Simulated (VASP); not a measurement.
# Ca (Pm-3m) in VASP: further runs, part 3 of 3

VASP 6.6.1. Earlier steps stand in the parts before.

### Step 5. Single point, PBEsol

This run uses another cell than the first one, of 18.60 Å³/atom, 1.061 times its volume.

File INCAR:

```
  ALGO = Normal
  EDIFF = 1E-6
  ENCUT = 500
  GGA = PS
  GGA_COMPAT = False
  ISIF = 2
  ISMEAR = 1
  LASPH = True
  LCHARG = False
  LREAL = False
  LWAVE = False
  NBANDS = 11
  NELM = 120
  PREC = Accurate
  SIGMA = 0.05
```

File KPOINTS:

```
k-points
0
Gamma
  11 11 11
```

File POSCAR:

```
Ca
1.0
    2.6494118410      0.0000000000      0.0000000000
    0.0000000000      2.6494118410      0.0000000000
    0.0000000000      0.0000000000      2.6494118410
Ca
1
Direct
    0.0000000000      0.0000000000      0.0000000000
```

Potentials or basis: VASP PAW PBE potentials, release 64 (Ca_sv).

On the command line:

```bash
$ cat potpaw_PBE.64/Ca_sv/POTCAR > POTCAR
$ mpirun -np 1 vasp_std > vasp.out
```

OUTCAR:

```text
EDIFF = 1E-6
   ENCUT = 500
   GGA = PS
   ISIF = 2
   ISMEAR = 1
   LASPH = True
   LREAL = False
   NELM = 120
   PREC = Accurate

 ion  position               nearest neighbor table
   1  0.000  0.000  0.000-

  LATTYP: Found a simple cubic cell.
 ALAT       =     2.6494118410

  Lattice vectors:

 A1 = (   2.6494118410,   0.0000000000,   0.0000000000)
 A2 = (   0.0000000000,   2.6494118410,   0.0000000000)
 A3 = (   0.0000000000,   0.0000000000,   2.6494118410)

Analysis of symmetry for initial positions (statically):
=====================================================================
 Subroutine PRICEL returns:
 Original cell was already a primitive cell.

 Routine SETGRP: Setting up the symmetry group for a
 simple cubic supercell.

 Subroutine GETGRP returns: Found 48 space group operations
 (whereof 48 operations were pure point group operations)
 out of a pool of 48 trial point group operations.

The static configuration has the point symmetry O_h .

Analysis of symmetry for dynamics (positions and initial velocities):
[... 162 lines left out ...]
 val. band max:        5.9552835970   @ k =   0.4545   0.0909   0.0000
 cond. band min:       6.0979024897   @ k =   0.4545   0.0909   0.0909
 fundamental gap:      0.1426188927
 Fermi energy:         6.0878788411

 k-point     1 :       0.0000    0.0000    0.0000
  band No.  band energies     occupation
      1     -35.2207      2.00000
      2     -15.0503      2.00000
      3     -15.0503      2.00000
      4     -15.0503      2.00000
      5       1.8091      2.00000
      6       6.1307     -0.00623
      7       6.1307     -0.00624
      8      13.8051      0.00000
      9      13.8051      0.00000
     10      13.8051      0.00000
     11      22.5738      0.00000
[... 309 lines left out ...]
 k-point    24 :       0.2727    0.0909    0.0909
  band No.  band energies     occupation
      1     -34.9335      2.00000
      2     -16.3762      2.00000
      3     -15.1127      2.00000
      4     -15.0836      2.00000
      5       4.0676      2.00000
      6       7.1481      0.00000
      7       7.9621      0.00000
      8      11.2868      0.00000
      9      11.6240      0.00000
     10      13.3507      0.00000
     11      18.4837      0.00000

 [... further k-points ...]
[... 5 lines left out ...]
  --------------------------------------------------------------------------------------
  -------------------------------------------------------------------------------------
  Total        4.1144817      4.1144817      4.1144817      0.0000000      0.0000000     -0.0000000
  in kB      354.4682179    354.4682179    354.4682179      0.0000000      0.0000000     -0.0000000
  external PRESSURE =     354.4682179 kB  Pullay stress =       0.0000000 kB

 VOLUME and BASIS-vectors are now :
 -----------------------------------------------------------------------------
  energy-cutoff  :      500.00
  volume of cell :       18.60
      direct lattice vectors                 reciprocal lattice vectors
     2.649411841  0.000000000  0.000000000     0.377442263  0.000000000  0.000000000
     0.000000000  2.649411841  0.000000000     0.000000000  0.377442263  0.000000000
     0.000000000  0.000000000  2.649411841     0.000000000  0.000000000  0.377442263

 POSITION                                       TOTAL-FORCE (eV/Angst)
 -----------------------------------------------------------------------------------
      0.00000      0.00000      0.00000         0.000000      0.000000      0.000000
 -----------------------------------------------------------------------------------
    total drift:                               -0.000000      0.000000      0.000000

  FREE ENERGIE OF THE ION-ELECTRON SYSTEM (eV)
  ---------------------------------------------------
  free  energy   TOTEN  =        -0.3930361295 eV

  energy  without entropy=       -0.3928243243  energy(sigma->0) =       -0.39296553
```

It took 3.7 s on 1 thread of Intel Xeon 6975P-C (Granite Rapids), shared host; peak memory 0.13 GiB.

Results:

| Item | Value |
| --- | --- |
| Free energy | -0.3930 eV |
| Pressure | 35.4 GPa |
| Band gap on the k mesh | zero (band 5 reaches 6.10 eV, above the bottom of band 6 at 5.77 eV) |

Caveat: the PAW data sets were made with another functional, which shifts forces and pressure a little.

### Step 6. Single point, PBEsol

This run uses another cell than the first one, of 18.95 Å³/atom, 1.082 times its volume.

File INCAR:

```
SYSTEM = Ca
PREC = Accurate
ENCUT = 500
EDIFF = 1E-6
ISMEAR = 1
SIGMA = 0.05
LREAL = .False.
LASPH = .True.
NELM = 120
ALGO = Normal
ISIF = 2
LWAVE = .False.
LCHARG = .False.
GGA = PS
NBANDS = 11
GGA_COMPAT = .False.
```

File KPOINTS:

```
regular mesh
0
Gamma
  11 11 11
  0 0 0
```

File POSCAR:

```
Ca
1.0
    2.6662875306      0.0000000000      0.0000000000
    0.0000000000      2.6662875306      0.0000000000
    0.0000000000      0.0000000000      2.6662875306
Ca
1
Direct
    0.0000000000      0.0000000000      0.0000000000
```

Potentials or basis: VASP PAW PBE potentials, release 64 (Ca_sv).

On the command line:

```bash
$ cat potpaw_PBE.64/Ca_sv/POTCAR > POTCAR
$ mpirun -np 1 vasp_std > vasp.out
```

OUTCAR:

```text
SYSTEM = Ca
   PREC = Accurate
   ENCUT = 500
   EDIFF = 1E-6
   ISMEAR = 1
   LREAL = .False.
   LASPH = .True.
   NELM = 120
   ISIF = 2
   GGA = PS

 ion  position               nearest neighbor table
   1  0.000  0.000  0.000-

  LATTYP: Found a simple cubic cell.
 ALAT       =     2.6662875306

  Lattice vectors:

 A1 = (   2.6662875306,   0.0000000000,   0.0000000000)
 A2 = (   0.0000000000,   2.6662875306,   0.0000000000)
 A3 = (   0.0000000000,   0.0000000000,   2.6662875306)

Analysis of symmetry for initial positions (statically):
[... 509 lines left out ...]
      5       3.8852      2.00000
      6       7.0322      0.00000
      7       7.7967      0.00000
      8      11.1049      0.00000
      9      11.4256      0.00000
     10      13.1263      0.00000
     11      18.1577      0.00000

 [... further k-points ...]
[... 5 lines left out ...]
  --------------------------------------------------------------------------------------
  -------------------------------------------------------------------------------------
  Total        3.9412972      3.9412972      3.9412972      0.0000000      0.0000000     -0.0000000
  in kB      333.1415614    333.1415614    333.1415614      0.0000000      0.0000000     -0.0000000
  external PRESSURE =     333.1415614 kB  Pullay stress =       0.0000000 kB

 VOLUME and BASIS-vectors are now :
 -----------------------------------------------------------------------------
  energy-cutoff  :      500.00
  volume of cell :       18.95
      direct lattice vectors                 reciprocal lattice vectors
     2.666287531  0.000000000  0.000000000     0.375053324  0.000000000  0.000000000
     0.000000000  2.666287531  0.000000000     0.000000000  0.375053324  0.000000000
     0.000000000  0.000000000  2.666287531     0.000000000  0.000000000  0.375053324

 POSITION                                       TOTAL-FORCE (eV/Angst)
 -----------------------------------------------------------------------------------
      0.00000      0.00000      0.00000         0.000000      0.000000      0.000000
 -----------------------------------------------------------------------------------
    total drift:                               -0.000000      0.000000      0.000000

  FREE ENERGIE OF THE ION-ELECTRON SYSTEM (eV)
  ---------------------------------------------------
  free  energy   TOTEN  =        -0.4699828028 eV

  energy  without entropy=       -0.4697617105  energy(sigma->0) =       -0.46990911
```

It took 3.8 s on 1 thread of Intel Xeon 6975P-C (Granite Rapids), shared host; peak memory 0.12 GiB.

Results:

```
Free energy            : -0.4700 eV
Pressure               : 33.3 GPa
Band gap on the k mesh : zero (band 5 reaches 5.91 eV, above the bottom of band 6 at 5.68 eV)
```

Caveat: the PAW data sets were made with another functional, which shifts forces and pressure a little.

### Step 7. The runs side by side

| cell | gap on the mesh (eV) | pressure (GPa) |
| --- | --- | --- |
| a = 2.597 Å, 1 atom | none | 41.1 |
| a = 2.615 Å, 1 atom | none | 39.7 |
| a = 2.632 Å, 1 atom | none | 37.6 |
| a = 2.649 Å, 1 atom | none | 35.4 |
| a = 2.666 Å, 1 atom | none | 33.3 |

Alike in all rows: task single point; level PBEsol; potentials or basis VASP PAW PBE potentials, release 64 (Ca_sv); no spin polarisation; k mesh 11 × 11 × 11; cutoff (eV) 500; smearing methfessel-paxton 0.05 eV.

Caveats: the PAW data sets were made with another functional, which shifts forces and pressure a little.

Absolute energies hang on the potentials; compare differences alone.
